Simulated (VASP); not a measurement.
Set up this calculation in VASP 6.6.1, as the native input.

```yaml
Task: density of states
Functional: LDA
Potentials_or_basis: VASP PAW LDA potentials, release 64 (Cu)
Cutoff: 520 eV
k_mesh: 19 × 19 × 19
Occupations: fermi-dirac, width 0.08 eV
Spin: no spin polarisation
Dipole_correction: no
k_mesh_for_the_DOS: 29 × 29 × 29
Occupations_for_the_DOS: tetrahedron
Further_INCAR_settings: ALGO = Normal; EDIFF = 1e-06
```

The system is Cu.

```
Cu
1.0
    -1.39813    1.39813    1.39813
     1.39813   -1.39813    1.39813
     1.39813    1.39813   -1.39813
Cu
1
Cartesian
  0.0000 0.0000 0.0000
```

One way to write it, as run:

POSCAR

```
Cu
1.0
   -1.3981347074      1.3981347074      1.3981347074
    1.3981347074     -1.3981347074      1.3981347074
    1.3981347074      1.3981347074     -1.3981347074
Cu
1
Direct
    0.0000000000      0.0000000000      0.0000000000
```

INCAR.step1

```
PREC = Accurate
ENCUT = 520
EDIFF = 1E-6
ISMEAR = -1
SIGMA = 0.08
LREAL = F
LASPH = T
NELM = 80
ALGO = Normal
ISIF = 2
LWAVE = F
LCHARG = T
LMAXMIX = 4
GGA = CA
NBANDS = 12
```

KPOINTS.step1

```
regular mesh
0
Gamma
  19 19 19
```

INCAR.step2

```
PREC = Accurate
ENCUT = 520
EDIFF = 1E-6
ISMEAR = -5
SIGMA = 0.08
LREAL = F
LASPH = T
NELM = 80
ALGO = Normal
ISIF = 2
LWAVE = F
LCHARG = F
LMAXMIX = 4
GGA = CA
LORBIT = 10
NEDOS = 1001
ICHARG = 11
```

KPOINTS.step2

```
regular mesh
0
Gamma
  29 29 29
```

Potentials or basis: VASP PAW LDA potentials, release 64 (Cu).

The run is started by

```console
$ cat potpaw_LDA.64/Cu/POTCAR > POTCAR
$ cp INCAR.step1 INCAR
$ cp KPOINTS.step1 KPOINTS
$ mpirun -np 1 vasp_std > vasp.out
$ cp INCAR.step2 INCAR
$ cp KPOINTS.step2 KPOINTS
$ mpirun -np 1 vasp_std > vasp.out
```

It gave:

```yaml
Valence_electrons_inside_the_program's_atomic_spheres: Cu 10.11
```

Run time: 56 s on 1 thread of Intel Xeon 6975P-C (shared host), peak memory 0.23 GiB.
